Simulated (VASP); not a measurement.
## WC: single point with PBEsol

System: WC, a slab with vacuum.

```
C W
1.0
     2.89841    0.00000    0.00000
    -1.44921    2.51010    0.00000
     0.00000    0.00000   30.55187
C W
6 6
Direct
  0.66667 0.33333 0.24548
  0.66667 0.33333 0.33804
  0.66667 0.33333 0.43059
  0.66667 0.33333 0.52314
  0.66667 0.33333 0.61569
  0.66667 0.33333 0.70824
  0.00000 0.00000 0.29176
  0.00000 0.00000 0.38431
  0.00000 0.00000 0.47686
  0.00000 0.00000 0.56941
  0.00000 0.00000 0.66196
  0.00000 0.00000 0.75452
```

This cell differs from its parent crystal: atoms taken out.

* Program: VASP 6.6.1
* Task: single point
* Functional: PBEsol
* Potentials or basis: VASP PAW PBE potentials, release 64 (C, W_sv)
* Cutoff: 520 eV
* k mesh: 12 × 12 × 1
* Occupations: gaussian, width 0.1 eV
* Spin: no spin polarisation

| Property | Result |
| --- | --- |
| Largest force | 5.587 eV/Å |
| Band gap on the k mesh | zero (bands 54 and 55 overlap by 0.83 eV) |

Forces on the atoms (eV/Å):
```
C    0.000  0.000  4.682
C    0.000  0.000  0.823
C    0.000  0.000  0.064
C    0.000  0.000  0.106
C    0.000  0.000  0.141
C    0.000  0.000  0.858
W    0.000  0.000 -5.587
W    0.000  0.000 -0.085
W    0.000  0.000 -0.028
W    0.000  0.000 -0.158
W    0.000  0.000  0.213
W    0.000  0.000 -1.028
```

Levels at points of the mesh, in eV from the Fermi level:
| k point | band 52 | band 53 | band 54 | band 55 | band 56 | band 57 |
| --- | --- | --- | --- | --- | --- | --- |
| (0.00, 0.00, 0.00) | -0.27 | -0.27 | 0.06 | 0.13 | 0.33 | 0.33 |
| (0.50, 0.00, 0.00) | -0.03 | 0.11 | 0.42 | 0.81 | 2.06 | 2.23 |

Wall time 33 min on 1 thread of Intel Xeon 8259CL, with other jobs on the host, peak memory 0.49 GiB.

Caveat: the cell differs from its parent crystal (atoms taken out); the PAW data sets were made with another functional, which shifts forces and pressure a little; spin-orbit coupling is left out, which moves the levels of the heavy elements.
